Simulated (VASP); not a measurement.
# Li3TaO4 (I4mm) in VASP: a series of runs

Li3TaO4 is run at these levels: PBEsol; tasks: single point.

Everything below comes from runs of VASP 6.6.1. Logs are shortened: lines on timing, memory, paths and dates and some standing lists are left out, and cuts for length are marked.

## Step 1: The cell of the first run

It takes space group I4mm (No. 107, tetragonal). Conventional cell: a = 4.085 Å, b = 4.085 Å, c = 8.506 Å, α = 90.00°, β = 90.00°, γ = 90.00°. Within 2.7 Å of Li (site symmetry 4mm) lie 6 O at 2.04 to 2.37 Å. Within 2.7 Å of Li (site symmetry 2mm) lie 6 O at 2.05 to 2.13 Å. Ta (site symmetry 4mm) has 6 O at 1.92 to 2.04 Å within 2.5 Å. O (site symmetry 2mm) has 2 Ta at 2.04 Å and 4 Li at 2.04 to 2.13 Å and 8 O at 2.80 to 2.89 Å within 2.9 Å. O (site symmetry 4mm) has 1 Ta at 1.92 Å and 5 Li at 2.05 to 2.30 Å within 2.5 Å. O (site symmetry 4mm) has 1 Ta at 1.92 Å and 5 Li at 2.05 to 2.37 Å within 2.5 Å.

## Step 2: Single point, PBEsol (atoms displaced along a vibrational mode)

File INCAR:

```
SYSTEM = Li3TaO4
ALGO = Normal
EDIFF = 1E-6
ENCUT = 880
GGA = PS
GGA_COMPAT = .FALSE.
ISIF = 2
ISMEAR = 0
LASPH = .TRUE.
LCHARG = .TRUE.
LELF = .TRUE.
LREAL = .FALSE.
LVHAR = .TRUE.
LWAVE = .FALSE.
NBANDS = 33
NELM = 120
PREC = Accurate
SIGMA = 0.05
```

File KPOINTS:

```
k-points
0
G
  10 10 10
  0 0 0
```

File POSCAR:

```
Li3TaO4
1.0
   -2.0422644308      2.0422644308      4.2529592940
    2.0422644308     -2.0422644308      4.2529592940
    2.0422644308      2.0422644308     -4.2529592940
Li Ta O
3 1 4
Direct
    0.5038208689      0.5038208689      0.0000000000
    0.2503227092      0.7503227092      0.5000000000
    0.7503227092      0.2503227092      0.5000000000
   -0.0000940101     -0.0000940101      0.0000000000
   -0.0000477166      0.4999522834      0.5000000000
    0.7738699826      0.7738699826      0.0000000000
    0.4999522834     -0.0000477166      0.5000000000
    0.2253513272      0.2253513272      0.0000000000
```

Potentials or basis: VASP PAW PBE potentials, release 64 (Li_sv, Ta_sv_GW, O).

Command:

```
> cat potpaw_PBE.64/Li_sv/POTCAR potpaw_PBE.64/Ta_sv_GW/POTCAR potpaw_PBE.64/O/POTCAR > POTCAR
> mpirun -np 1 vasp_std > vasp.out
```

OUTCAR:

```text
SYSTEM = Li3TaO4
   EDIFF = 1E-6
   ENCUT = 880
   GGA = PS
   ISIF = 2
   ISMEAR = 0
   LASPH = .TRUE.
   LREAL = .FALSE.
   NELM = 120
   PREC = Accurate

 ion  position               nearest neighbor table
   1  0.504  0.504  0.000-   5 2.04   7 2.04   7 2.04   5 2.04   4 2.89   4 2.89   4 2.89   4 2.89

   2  0.250  0.750  0.500-   6 2.05   6 2.05   8 2.05   8 2.05   7 2.12   5 2.13   4 2.95   4 2.95
                             4 2.95   4 2.95
   3  0.750  0.250  0.500-   6 2.05   6 2.05   8 2.05   8 2.05   5 2.12   7 2.13   4 2.95   4 2.95
                             4 2.95   4 2.95
   4  1.000  1.000  0.000-   8 1.92   6 1.92   7 2.04   5 2.04   5 2.04   7 2.04   1 2.89   1 2.89
                             1 2.89   1 2.89   3 2.95   2 2.95   3 2.95   2 2.95   3 2.95   2 2.95
   5  1.000  0.500  0.500-   4 2.04   4 2.04   1 2.04   1 2.04   3 2.12   2 2.13
   6  0.774  0.774  0.000-   4 1.92   3 2.05   2 2.05   3 2.05   2 2.05
   7  0.500  1.000  0.500-   4 2.04   4 2.04   1 2.04   1 2.04   2 2.12   3 2.13
   8  0.225  0.225  0.000-   4 1.92   2 2.05   3 2.05   2 2.05   3 2.05

  LATTYP: Found a body centered tetragonal cell.
 ALAT       =     4.0845288616
 C/A-ratio  =     2.0824723919

  Lattice vectors:

 A1 = (  -2.0422644308,   2.0422644308,   4.2529592940)
 A2 = (   2.0422644308,  -2.0422644308,   4.2529592940)
 A3 = (   2.0422644308,   2.0422644308,  -4.2529592940)

Analysis of symmetry for initial positions (statically):
=====================================================================
 Subroutine PRICEL returns:
 Original cell was already a primitive cell.

 Routine SETGRP: Setting up the symmetry group for a
 body centered tetragonal supercell.

 Subroutine GETGRP returns: Found  8 space group operations
 (whereof  8 operations were pure point group operations)
 out of a pool of 16 trial point group operations.

The static configuration has the point symmetry C_4v.

Analysis of symmetry for dynamics (positions and initial velocities):
=====================================================================
 Subroutine PRICEL returns:
 Original cell was already a primitive cell.

 Routine SETGRP: Setting up the symmetry group for a
 body centered tetragonal supercell.

 Subroutine GETGRP returns: Found  8 space group operations
 (whereof  8 operations were pure point group operations)
 out of a pool of 16 trial point group operations.

The dynamic configuration has the point symmetry C_4v.

 Subroutine INISYM returns: Found  8 space group operations
 (whereof  8 operations are pure point group operations),
 and found     1 'primitive' translations

----------------------------------------------------------------------------------------

                                     Primitive cell

  volume of cell :      70.9537

  direct lattice vectors                    reciprocal lattice vectors
    -2.042264431  2.042264431  4.252959294     0.000000000  0.244826278  0.117565198
     2.042264431 -2.042264431  4.252959294     0.244826278  0.000000000  0.117565198
     2.042264431  2.042264431 -4.252959294     0.244826278  0.244826278  0.000000000

  length of vectors
     5.140948431  5.140948431  5.140948431     0.271590652  0.271590652  0.346236643

  position of ions in fractional coordinates (direct lattice)
     0.503820869  0.503820869  0.000000000
     0.250322709  0.750322709  0.500000000
     0.750322709  0.250322709  0.500000000
     0.999905990  0.999905990  0.000000000
     0.999952283  0.499952283  0.500000000
     0.773869983  0.773869983  0.000000000
     0.499952283  0.999952283  0.500000000
     0.225351327  0.225351327  0.000000000

  ion indices of the primitive-cell ions
   primitive index   ion index
                 1           1
                 2           2
                 3           3
                 4           4
                 5           5
                 6           6
                 7           7
                 8           8

----------------------------------------------------------------------------------------

 KPOINTS: k-points

Automatic generation of k-mesh.
 Grid dimensions read from file:
 generate k-points for:   10   10   10

 Generating k-lattice:

  Cartesian coordinates                     Fractional coordinates (reciprocal lattice)
     0.000000000  0.024482628  0.011756520     0.100000000  0.000000000 -0.000000000
     0.024482628  0.000000000  0.011756520     0.000000000  0.100000000 -0.000000000
     0.024482628  0.024482628  0.000000000     0.000000000  0.000000000  0.100000000

  Length of vectors
     0.027159065  0.027159065  0.034623664

  Shift w.r.t. Gamma in fractional coordinates (k-lattice)
     0.000000000  0.000000000  0.000000000

 Subroutine IBZKPT returns following result:
 ===========================================

 Found    102 irreducible k-points:

 Following reciprocal coordinates:
            Coordinates               Weight
[... 71 lines left out ...]
  ext. energy  EPLUGINS =         0.00000000
  ---------------------------------------------------
  free energy    TOTEN  =       -61.82397134 eV

  energy without entropy =      -61.82397134  energy(sigma->0) =      -61.82397134

 E-fermi :   4.3222     XC(G=0): -11.3862

 val. band max:        3.9519607983   @ k =   0.4000   0.4000   0.1000
 cond. band min:       5.5215516504   @ k =   0.0000   0.0000   0.0000
 fundamental gap:      1.5695908522
 Fermi energy:         4.3222297942

 k-point     1 :       0.0000    0.0000    0.0000
  band No.  band energies     occupation
      1     -63.6337      2.00000
      2     -38.8633      2.00000
      3     -37.8909      2.00000
      4     -37.8568      2.00000
      5     -30.2212      2.00000
      6     -30.2212      2.00000
[... 25 lines left out ...]
     32      16.6224      0.00000
     33      17.4459      0.00000

 k-point     2 :       0.1000    0.0000   -0.0000
  band No.  band energies     occupation
      1     -63.6337      2.00000
      2     -38.8632      2.00000
      3     -37.8901      2.00000
      4     -37.8576      2.00000
      5     -30.2282      2.00000
      6     -30.2209      2.00000
[... 25 lines left out ...]
     32      16.6634      0.00000
     33      17.1591      0.00000

 k-point     3 :       0.2000    0.0000   -0.0000
  band No.  band energies     occupation
      1     -63.6336      2.00000
      2     -38.8631      2.00000
      3     -37.8876      2.00000
      4     -37.8599      2.00000
      5     -30.2466      2.00000
      6     -30.2202      2.00000
[... 25 lines left out ...]
     32      16.5132      0.00000
     33      16.7765      0.00000

 k-point     4 :       0.3000    0.0000    0.0000
  band No.  band energies     occupation
      1     -63.6334      2.00000
      2     -38.8630      2.00000
      3     -37.8838      2.00000
      4     -37.8636      2.00000
      5     -30.2691      2.00000
      6     -30.2194      2.00000
[... 25 lines left out ...]
     32      15.8649      0.00000
     33      16.6391      0.00000

 k-point     5 :       0.4000    0.0000   -0.0000
  band No.  band energies     occupation
      1     -63.6333      2.00000
      2     -38.8628      2.00000
      3     -37.8790      2.00000
      4     -37.8683      2.00000
      5     -30.2871      2.00000
      6     -30.2187      2.00000
[... 604 lines left out ...]
 k-point    22 :      -0.2000    0.2000    0.0000
  band No.  band energies     occupation
      1     -63.6334      2.00000
      2     -38.8629      2.00000
      3     -37.8849      2.00000
      4     -37.8623      2.00000
      5     -30.2464      2.00000
      6     -30.2452      2.00000
[... 25 lines left out ...]
     32      15.8254      0.00000
     33      17.2440      0.00000

 k-point    23 :       0.3000    0.3000    0.0000
  band No.  band energies     occupation
      1     -63.6331      2.00000
      2     -38.8622      2.00000
      3     -37.8793      2.00000
      4     -37.8676      2.00000
      5     -30.2685      2.00000
      6     -30.2678      2.00000
[... 25 lines left out ...]
     32      15.4471      0.00000
     33      16.9541      0.00000

 k-point    24 :       0.4000    0.3000    0.0000
  band No.  band energies     occupation
      1     -63.6330      2.00000
      2     -38.8620      2.00000
      3     -37.8762      2.00000
      4     -37.8703      2.00000
      5     -30.2865      2.00000
      6     -30.2678      2.00000
[... 25 lines left out ...]
     32      15.4736      0.00000
     33      16.7198      0.00000

 [... further k-points ...]

------------------------ aborting loop because EDIFF is reached ----------------------------------------

  FORCE on cell =-STRESS in cart. coord.  units (eV):
  Direction    XX          YY          ZZ          XY          YZ          ZX
  --------------------------------------------------------------------------------------
  -------------------------------------------------------------------------------------
  Total        0.1218368      0.1218368      0.2658215      0.0000000     -0.0000000      0.0000000
  in kB        2.7511478      2.7511478      6.0024086      0.0000000     -0.0000000      0.0000000
  external PRESSURE =       3.8349014 kB  Pullay stress =       0.0000000 kB

 VOLUME and BASIS-vectors are now :
 -----------------------------------------------------------------------------
  energy-cutoff  :      880.00
  volume of cell :       70.95
      direct lattice vectors                 reciprocal lattice vectors
    -2.042264431  2.042264431  4.252959294     0.000000000  0.244826278  0.117565198
     2.042264431 -2.042264431  4.252959294     0.244826278  0.000000000  0.117565198
     2.042264431  2.042264431 -4.252959294     0.244826278  0.244826278  0.000000000

 POSITION                                       TOTAL-FORCE (eV/Angst)
 -----------------------------------------------------------------------------------
      0.00000      0.00000      4.28546         0.000000      0.000000      0.023133
      2.04226      0.00000      2.12922         0.000000      0.000000      0.002028
      0.00000      2.04226      2.12922         0.000000      0.000000      0.002028
      0.00000      0.00000      8.50512         0.000000      0.000000     -0.019156
     -0.00000      2.04226      4.25255         0.000000      0.000000     -0.000406
      0.00000      0.00000      6.58248        -0.000000     -0.000000     -0.074296
      2.04226     -0.00000      4.25255         0.000000      0.000000     -0.000406
      0.00000      0.00000      1.91682        -0.000000     -0.000000      0.067076
 -----------------------------------------------------------------------------------
    total drift:                                0.000000      0.000000     -0.000244

  FREE ENERGIE OF THE ION-ELECTRON SYSTEM (eV)
  ---------------------------------------------------
  free  energy   TOTEN  =       -61.8239713423 eV

  energy  without entropy=      -61.8239713423  energy(sigma->0) =      -61.82397134
```

Wall time 17 min (1 thread of Intel Xeon Platinum 8259CL at 2.50GHz (Skylake/Cascade Lake), shared host); peak memory 0.69 GiB.

What came out:

```
Free energy            : -61.8240 eV
Pressure               : 0.4 GPa
Largest force          : 0.074 eV/Å
Band gap on the k mesh : 1.57 eV (least direct gap 1.63 eV)
```

Forces on the atoms (eV/Å):
```
Li   0.000  0.000  0.023
Li   0.000  0.000  0.002
Li   0.000  0.000  0.002
Ta   0.000  0.000 -0.019
O    0.000  0.000  0.000
O    0.000  0.000 -0.074
O    0.000  0.000  0.000
O    0.000  0.000  0.067
```

Levels at points of the mesh, in eV from the valence-band top:
| k point | band 21 | band 22 | band 23 | band 24 | band 25 | band 26 |
| --- | --- | --- | --- | --- | --- | --- |
| (0.00, 0.00, 0.00) | -0.19 | -0.19 | -0.06 | 1.57 | 4.23 | 4.23 |
| (0.50, 0.00, 0.00) | -1.12 | -0.53 | -0.21 | 4.00 | 4.19 | 5.42 |
| (0.50, 0.50, 0.00) | -0.57 | -0.13 | -0.01 | 5.49 | 5.52 | 5.65 |
| (0.50, 0.50, 0.50) | -1.63 | -1.63 | -0.44 | 1.64 | 3.87 | 3.87 |

Caveat: the cell differs from its parent crystal (atoms displaced along a vibrational mode); the PAW data sets were made with another functional, which shifts forces and pressure a little; spin-orbit coupling is left out, which moves the levels of the heavy elements.

## Step 3: Single point, PBEsol (atoms displaced along a vibrational mode)

File INCAR:

```
ALGO = Normal
EDIFF = 1E-6
ENCUT = 880
GGA = PS
GGA_COMPAT = False
ISIF = 2
ISMEAR = 0
LASPH = True
LCHARG = False
LREAL = False
LWAVE = False
NBANDS = 33
NELM = 120
PREC = Accurate
SIGMA = 0.05
```

File KPOINTS:

```
k-points
0
Gamma
  10 10 10
```

File POSCAR:

```
Li3TaO4
1.0
   -2.0422644308      2.0422644308      4.2529592940
    2.0422644308     -2.0422644308      4.2529592940
    2.0422644308      2.0422644308     -4.2529592940
Li Ta O
3 1 4
Direct
    0.5114626068      0.5114626068      0.0000000000
    0.2509681277      0.7509681277      0.5000000000
    0.7509681277      0.2509681277      0.5000000000
   -0.0002820304     -0.0002820304      0.0000000000
   -0.0001431498      0.4998568502      0.5000000000
    0.7730912923      0.7730912923      0.0000000000
    0.4998568502     -0.0001431498      0.5000000000
    0.2245726369      0.2245726369      0.0000000000
```

Potentials or basis: VASP PAW PBE potentials, release 64 (Li_sv, Ta_sv_GW, O).

Command:

```
> cat potpaw_PBE.64/Li_sv/POTCAR potpaw_PBE.64/Ta_sv_GW/POTCAR potpaw_PBE.64/O/POTCAR > POTCAR
> mpirun -np 1 vasp_std > vasp.out
```

It took 18 min on 1 thread of Intel Xeon Platinum 8375C at 2.90GHz (Ice Lake), shared host; peak memory 0.7 GiB.

Results (log left out):

- Free energy: -61.8270 eV
- Pressure: 0.4 GPa
- Largest force: 0.078 eV/Å
- Band gap on the k mesh: 1.58 eV (least direct gap 1.64 eV)

Forces on the atoms (eV/Å):
```
Li   0.000  0.000  0.063
Li   0.000  0.000  0.006
Li   0.000  0.000  0.006
Ta   0.000  0.000 -0.057
O    0.000  0.000 -0.001
O    0.000  0.000 -0.078
O    0.000  0.000 -0.001
O    0.000  0.000  0.062
```

Stress tensor (GPa, compression positive):
```
0.21 0.00 0.00
0.00 0.21 0.00
0.00 0.00 0.76
```

Levels at points of the mesh, in eV from the valence-band top:
```
           k point  band 20  band 21  band 22  band 23  band 24  band 25  band 26  band 27
(0.00, 0.00, 0.00)    -2.02    -0.19    -0.19    -0.06     1.58     4.23     4.23     5.81
(0.50, 0.00, 0.00)    -1.17    -1.12    -0.53    -0.21     4.01     4.19     5.42     6.53
(0.50, 0.50, 0.00)    -0.94    -0.57    -0.13    -0.01     5.50     5.53     5.66     8.25
(0.50, 0.50, 0.50)    -1.68    -1.63    -1.63    -0.44     1.64     3.87     3.87     5.81
```

Caveat: the cell differs from its parent crystal (atoms displaced along a vibrational mode); the PAW data sets were made with another functional, which shifts forces and pressure a little; spin-orbit coupling is left out, which moves the levels of the heavy elements.

## Step 4: Single point, PBEsol (atoms displaced along a vibrational mode)

File INCAR:

```
PREC = Accurate ; ENCUT = 880
EDIFF = 1E-6 ; ISMEAR = 0
SIGMA = 0.05 ; LREAL = False
LASPH = True ; NELM = 120
ALGO = Normal ; ISIF = 2
LWAVE = False ; LCHARG = False
GGA = PS ; NBANDS = 33
GGA_COMPAT = False
```

File KPOINTS:

```
regular mesh
0
Gamma
  10 10 10
```

File POSCAR:

```
Li3TaO4
1.0
   -2.0422644308      2.0422644308      4.2529592940
    2.0422644308     -2.0422644308      4.2529592940
    2.0422644308      2.0422644308     -4.2529592940
Li Ta O
3 1 4
Direct
    0.5076417378      0.5076417378      0.0000000000
    0.2506454185      0.7506454185      0.5000000000
    0.7506454185      0.2506454185      0.5000000000
   -0.0001880202     -0.0001880202      0.0000000000
   -0.0000954332      0.4999045668      0.5000000000
    0.7734806374      0.7734806374      0.0000000000
    0.4999045668     -0.0000954332      0.5000000000
    0.2249619820      0.2249619820      0.0000000000
```

Command:

```
> cat potpaw_PBE.64/Li_sv/POTCAR potpaw_PBE.64/Ta_sv_GW/POTCAR potpaw_PBE.64/O/POTCAR > POTCAR
> mpirun -np 1 vasp_std > vasp.out
```

Wall time 14 min (1 thread of AMD EPYC 9R14 (Zen 4), shared host); peak memory 0.65 GiB.

It converged, with:

```
Free energy            : -61.8252 eV
Pressure               : 0.4 GPa
Largest force          : 0.077 eV/Å
Band gap on the k mesh : 1.57 eV (least direct gap 1.63 eV)
```

Forces in eV/Å, atoms in the order of the input:
```
Li   0.000  0.000  0.045
Li   0.000  0.000  0.004
Li   0.000  0.000  0.004
Ta   0.000  0.000 -0.038
O    0.000  0.000 -0.001
O    0.000  0.000 -0.077
O    0.000  0.000 -0.001
O    0.000  0.000  0.064
```

Stress tensor (GPa, compression positive):
```
0.24 0.00 0.00
0.00 0.24 0.00
0.00 0.00 0.65
```

Levels at points of the mesh, in eV from the valence-band top:
```tsv
k point	band 21	band 22	band 23	band 24	band 25	band 26
(0.00, 0.00, 0.00)	-0.19	-0.19	-0.06	1.57	4.23	4.23
(0.50, 0.00, 0.00)	-1.12	-0.53	-0.21	4.01	4.19	5.42
(0.50, 0.50, 0.00)	-0.57	-0.13	-0.01	5.49	5.52	5.65
(0.50, 0.50, 0.50)	-1.63	-1.63	-0.44	1.64	3.87	3.87
```

Caveat: the cell differs from its parent crystal (atoms displaced along a vibrational mode); the PAW data sets were made with another functional, which shifts forces and pressure a little; spin-orbit coupling is left out, which moves the levels of the heavy elements. A k mesh can miss the band edges.

## Step 5: Overview

| cell | gap on the mesh (eV) | pressure (GPa) | largest force (eV/Å) |
| --- | --- | --- | --- |
| as given, atomic positions A | 1.57 | 0.4 | 0.07 |
| as given, atomic positions B | 1.58 | 0.4 | 0.08 |
| as given, atomic positions C | 1.57 | 0.4 | 0.08 |

Alike in all rows: task single point; level PBEsol; potentials or basis VASP PAW PBE potentials, release 64 (Li_sv, Ta_sv_GW, O); no spin polarisation; k mesh 10 × 10 × 10; cutoff (eV) 880; smearing gaussian 0.05 eV.

Caveats: the PAW data sets were made with another functional, which shifts forces and pressure a little; spin-orbit coupling is left out, which moves the levels of the heavy elements.

Absolute energies hang on the potentials; compare differences alone.
